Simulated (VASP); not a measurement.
# Ga3As3CO in VASP: a series of runs, part 2 of 2

VASP 6.6.1.

## 4. Single point, PBE+D3(BJ)

Contents of INCAR:

```
  PREC = Accurate
  ENCUT = 520
  EDIFF = 1E-7
  ISMEAR = 0
  SIGMA = 0.05
  LREAL = F
  LASPH = T
  NELM = 80
  ALGO = Normal
  ISIF = 2
  LWAVE = F
  LCHARG = T
  LDIPOL = T
  IDIPOL = 3
  DIPOL = 0.5 0.5 0.320
  GGA = PE
  IVDW = 12
  LELF = T
  LVHAR = T
  LVACPOTAV = T
  NBANDS = 42
```

Contents of KPOINTS:

```
Automatic mesh
0
Gamma
  7 5 1
```

Contents of POSCAR:

```
Ga3As3CO
1.0
    4.0137031111      0.0000000000      0.0000000000
    0.0000000000      5.6762333751      0.0000000000
    0.0000000000      0.0000000000     23.3352699083
Ga As O C
3 3 1 1
Direct
    0.5000000000      0.5000000000      0.1714143447
    0.0000000000      0.0653835255      0.2680035048
    0.5000000000      0.4894639609      0.3228546357
    0.0000000000      0.2500000000      0.1714143447
    0.5000000000      0.8102208698      0.2504948966
    0.0000000000      0.2887573198      0.3593388866
    0.0000000000      0.4554239865      0.4836142866
    0.0000000000      0.4554239865      0.5328959107
```

Potentials or basis: VASP PAW PBE potentials, release 64 (Ga_d, As, O, C).

On the command line:

```console
$ cat potpaw_PBE.64/Ga_d/POTCAR potpaw_PBE.64/As/POTCAR potpaw_PBE.64/O/POTCAR potpaw_PBE.64/C/POTCAR > POTCAR
$ mpirun -np 1 vasp_std > vasp.out
```

OUTCAR:

```text
PREC = Accurate
   ENCUT = 520
   EDIFF = 1E-7
   ISMEAR = 0
   LREAL = F
   LASPH = T
   NELM = 80
   ISIF = 2
   GGA = PE
   IVDW = 12
 IVDW          = 12

 ion  position               nearest neighbor table
   1  0.500  0.500  0.171-   4 2.46   4 2.46   5 2.55
   2  0.000  0.065  0.268-   6 2.48   4 2.49   5 2.51   5 2.51
   3  0.500  0.489  0.323-   6 2.46   6 2.46   5 2.48
   4  0.000  0.250  0.171-   1 2.46   1 2.46   2 2.49
   5  0.500  0.810  0.250-   3 2.48   2 2.51   2 2.51   1 2.55
   6  0.000  0.289  0.359-   3 2.46   3 2.46   2 2.48
   7  0.000  0.455  0.484-   8 1.15
   8  0.000  0.455  0.533-   7 1.15

  LATTYP: Found a simple orthorhombic cell.
 ALAT       =     4.0137031111
 B/A-ratio  =     1.4142135624
 C/A-ratio  =     5.8139003465

  Lattice vectors:

 A1 = (   4.0137031111,   0.0000000000,   0.0000000000)
 A2 = (   0.0000000000,   5.6762333751,   0.0000000000)
 A3 = (   0.0000000000,   0.0000000000,  23.3352699083)

Analysis of symmetry for initial positions (statically):
=====================================================================
[... 185 lines left out ...]
      1     -26.8567      2.00000
      2     -17.2014      2.00000
      3     -17.1256      2.00000
      4     -17.1119      2.00000
      5     -17.0919      2.00000
      6     -17.0807      2.00000
[... 529 lines left out ...]
     41       2.7910      0.00000
     42       3.1657      0.00000

------------------------ aborting loop because EDIFF is reached ----------------------------------------

 Edisp (eV)   -1.27775

 E8    (eV) :    -0.5788

  FORCE on cell =-STRESS in cart. coord.  units (eV):
  Direction    XX          YY          ZZ          XY          YZ          ZX
  --------------------------------------------------------------------------------------
  -------------------------------------------------------------------------------------
  Total      -2.14094    -2.58937     0.19530     0.00000     0.31248     0.00000
  in kB      -6.45203    -7.80344     0.58858     0.00000     0.94170     0.00000
  external pressure =       -4.56 kB  Pullay stress =        0.00 kB

 VOLUME and BASIS-vectors are now :
 -----------------------------------------------------------------------------
  energy-cutoff  :      520.00
  volume of cell :      531.64
      direct lattice vectors                 reciprocal lattice vectors
     4.013703111  0.000000000  0.000000000     0.249146480  0.000000000  0.000000000
     0.000000000  5.676233375  0.000000000     0.000000000  0.176173165  0.000000000
     0.000000000  0.000000000 23.335269908     0.000000000  0.000000000  0.042853586

 POSITION                                       TOTAL-FORCE (eV/Angst)
 -----------------------------------------------------------------------------------
      2.00685      2.83812      4.00000         0.000000     -0.324503      1.032357
      0.00000      0.37113      6.25393         0.000000      0.022307      0.013306
      2.00685      2.77831      7.53390         0.000000     -0.001166     -0.019304
      0.00000      1.41906      4.00000         0.000000      0.314753     -1.085236
      2.00685      4.59900      5.84537         0.000000     -0.000217     -0.011247
      0.00000      1.63905      8.38527         0.000000     -0.131107     -0.193447
      0.00000      2.58509     11.28527         0.000000      0.146972      0.923994
      0.00000      2.58509     12.43527         0.000000     -0.027038     -0.660422
 -----------------------------------------------------------------------------------
    total drift:                                0.000000     -0.000991     -0.001741

  FREE ENERGIE OF THE ION-ELECTRON SYSTEM (eV)
  ---------------------------------------------------
  free  energy   TOTEN  =       -38.7285712818 eV

  energy  without entropy=      -38.7285712814  energy(sigma->0) =      -38.72857128

 vacuum level on the upper side and lower side of the slab         2.678         2.446
```

Wall time 14 min (1 thread of Oxide Virtual Turin-like, shared host); peak memory 0.64 GiB.

Results:

```yaml
Free_energy: -38.7286 eV
Largest_force: 1.130 eV/Å
Band_gap_on_the_k_mesh: 0.40 eV (least direct gap 0.74 eV)
Dispersion_energy_per_atom: -0.160 eV
```

Forces in eV/Å, atoms in the order of the input:
```
Ga   0.000 -0.325  1.032
Ga   0.000  0.022  0.013
Ga   0.000 -0.001 -0.019
As   0.000  0.315 -1.085
As   0.000  0.000 -0.011
As   0.000 -0.131 -0.193
O    0.000  0.147  0.924
C    0.000 -0.027 -0.660
```

## 5. Single point, PBE+D3(BJ)

Contents of INCAR:

```
PREC     = Accurate       # precision mode
ENCUT    = 520            # plane-wave cutoff, eV
EDIFF    = 1E-6           # SCF threshold, eV
ISMEAR   = 0              # smearing method
SIGMA    = 0.05           # smearing width, eV
LREAL    = F              # projectors in reciprocal space
LASPH    = T              # aspherical terms in the spheres
NELM     = 80             # most SCF steps
ALGO     = Normal         # electronic algorithm
ISIF     = 2              # what is computed and relaxed
LWAVE    = F              # write WAVECAR
LCHARG   = F              # write CHGCAR
LDIPOL   = T            
IDIPOL   = 3            
DIPOL    = 0.5 0.5 0.320
GGA      = PE             # functional
IVDW     = 12             # dispersion correction
NBANDS   = 42             # bands
```

Contents of KPOINTS:

```
regular mesh
0
Gamma
  7 5 1
```

POSCAR: that of step 4 with these lines changed.

```diff
@@ -14,3 +14,3 @@
     0.0000000000      0.2887573198      0.3593388866
-    0.0000000000      0.4554239865      0.4836142866
-    0.0000000000      0.4554239865      0.5328959107
+    0.0000000000      0.7887573198      0.4836142866
+    0.0000000000      0.7887573198      0.5328959107
```

On the command line:

```console
$ cat potpaw_PBE.64/Ga_d/POTCAR potpaw_PBE.64/As/POTCAR potpaw_PBE.64/O/POTCAR potpaw_PBE.64/C/POTCAR > POTCAR
$ mpirun -np 1 vasp_std > vasp.out
```

Wall time 13 min (1 thread of Oxide Virtual Turin-like, shared host); peak memory 0.61 GiB.

The run converged. Its results:

```yaml
Free_energy: -38.8213 eV
Largest_force: 1.107 eV/Å
Band_gap_on_the_k_mesh: 0.40 eV (least direct gap 0.76 eV)
Dispersion_energy_per_atom: -0.159 eV
```

Forces on the atoms (eV/Å):
```
Ga   0.000 -0.309  1.032
Ga   0.000 -0.010  0.022
Ga   0.000  0.011  0.015
As   0.000  0.315 -1.061
As   0.000  0.009 -0.014
As   0.000 -0.009  0.042
O    0.000 -0.011  0.691
C    0.000  0.004 -0.728
```

Levels at points of the mesh, in eV from the valence-band top:
```
           k point  band 30  band 31  band 32  band 33  band 34  band 35
(0.00, 0.00, 0.00)    -0.89    -0.85     0.00     0.76     1.61     2.31
```

## 6. Summary

```tsv
cell	gap on the mesh (eV)	largest force (eV/Å)
as given, atomic positions A	0.41	1.11
as given, atomic positions B	0.40	1.11
as given, atomic positions C	0.40	1.13
as given, atomic positions D	0.40	1.11
```

Alike in all rows: task single point; level PBE+D3(BJ); potentials or basis VASP PAW PBE potentials, release 64 (Ga_d, As, O, C); no spin polarisation; k mesh 7 × 5 × 1; cutoff (eV) 520; smearing gaussian 0.05 eV.

Total energies depend on the potentials used, so only differences within one code and one set of settings carry meaning.
